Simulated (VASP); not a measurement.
Runs of VASP 6.6.1 on CaSn3N2. The structure is that of space group P6/mmm (No. 191), or close to it. The cells are those of the table. The cell was generated, and may not be a known phase.

| task | cell | k mesh | cutoff (eV) | gap on the mesh (eV) | pressure (GPa) | relaxed volume (Å³/atom) |
| --- | --- | --- | --- | --- | --- | --- |
| relaxation of cell and atoms | relaxed from a = 6.365, b = 6.365, c = 3.376 Å, angles 90.0, 90.0, 120.0°, 6 atoms | 6 × 6 × 12 | 600 | none | 0.0 | (a) |
| single point | a = 6.365, b = 6.365, c = 3.376 Å, angles 90.0, 90.0, 120.0°, 6 atoms | 3 × 3 × 6 | 520 | none | -0.1 | - |
| single point | a = 6.331, b = 6.331, c = 3.411 Å, angles 90.0, 90.0, 120.0°, 6 atoms | 6 × 6 × 12 | 520 | none | 0.0 | - |
| relaxation of cell and atoms | relaxed from a = 6.459, b = 6.459, c = 3.621 Å, angles 90.0, 90.0, 120.0°, 6 atoms | 3 × 3 × 6 | 600 | none | 0.0 | 19.71 |
| single point | a = 6.459, b = 6.459, c = 3.621 Å, angles 90.0, 90.0, 120.0°, 6 atoms | 3 × 3 × 6 | 520 | none | -5.5 | - |

Alike in all rows: level PBE; potentials or basis VASP PAW PBE potentials, release 64 (Ca_sv, Sn_d, N); no spin polarisation; smearing gaussian 0.1 eV.

Q: Estimate the missing entries.

A: (a) 19.74.

Caveats: some runs use coarse meshes; spin-orbit coupling is left out, which moves the levels of the heavy elements.

A k mesh can miss the band edges, and the runs leave out spin-orbit coupling on Sn.

A gap of «none» marks levels without a gap at the run's occupations.
